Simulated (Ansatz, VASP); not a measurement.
**TiB2 in VASP and in Ansatz**

```xyz
3
Lattice="2.4422 0.0000 0.0000 0.0000 2.4422 0.0000 0.0000 0.0000 6.0389" Properties=species:S:1:pos:R:3 pbc="T T T"
Ti    0.0000    0.0000    3.0194
B     0.0000    0.0000    0.8192
B     0.0000    0.0000    5.2196
```

Alike in both runs: functional PBE; k mesh 7 × 7 × 4; occupations gaussian, width 0.2 eV; no spin polarisation.

Ansatz relaxed the structure, and its values are those at the end. VASP's run is a single point on that final structure, the one shown.

|  | VASP | Ansatz |
| --- | --- | --- |
| version | VASP 6.6.1 | Ansatz 0.2.0 |
| potentials or method | VASP PAW PBE potentials, release 64 (Ti_sv, B), cutoff 500 eV | scalar-relativistic, plane waves, PAW |
| valence electrons in the cell | 18 | 18 |

|  | VASP | Ansatz | Ansatz less VASP |
| --- | --- | --- | --- |
| gap on the k mesh at the Fermi level (eV) | none | none | - |
| pressure (GPa) | -0.2 | 0.0 | +0.16 |
| rms of the force components (eV/Å) | 0.010 | 0.004 | -0.0062 |

A gap of «none» marks a metal or a gap that the smearing closes. The functional is the same, so the differences come from potentials, cutoffs and numerics.

The k mesh is coarse, so the values compare programs but aren't converged.
